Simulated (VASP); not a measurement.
Runs of VASP 6.6.1 on MgCdSe. The structure is that of space group P4/mmm (No. 123), or close to it. The cells are those of the table. 

```csv
task,cell,k mesh,cutoff (eV),smearing,gap on the mesh (eV),pressure (GPa),relaxed volume (Å³/atom)
single point,"a = 3.721, b = 3.721, c = 6.354 Å, angles 90.0, 90.0, 89.6°, 3 atoms",4 × 4 × 4,520,gaussian 0.1 eV,(a),0.1,-
single point,"a = 3.721, b = 3.721, c = 6.354 Å, 3 atoms",6 × 6 × 4,520,gaussian 0.1 eV,(b),0.0,-
single point,"a = 3.711, b = 3.711, c = 6.451 Å, 3 atoms",10 × 10 × 6,520,gaussian 0.01 eV,0.17,0.0,-
relaxation of cell and atoms,"relaxed from a = 3.721, b = 3.721, c = 6.354 Å, 3 atoms",10 × 10 × 6,600,gaussian 0.01 eV,0.17,0.0,29.56
relaxation of cell and atoms,"relaxed from a = 3.721, b = 3.721, c = 6.354 Å, 3 atoms",6 × 6 × 4,600,gaussian 0.1 eV,0.18,0.1,29.39
```

Alike in all rows: level PBE; potentials or basis VASP PAW PBE potentials, release 64 (Mg, Cd, Se); no spin polarisation.

Fill in the values left out.

(a) 0.22; (b) 0.21.

Caveats: some runs use coarse meshes.

A k mesh can miss the band edges, and the runs leave out spin-orbit coupling on Cd, Se.
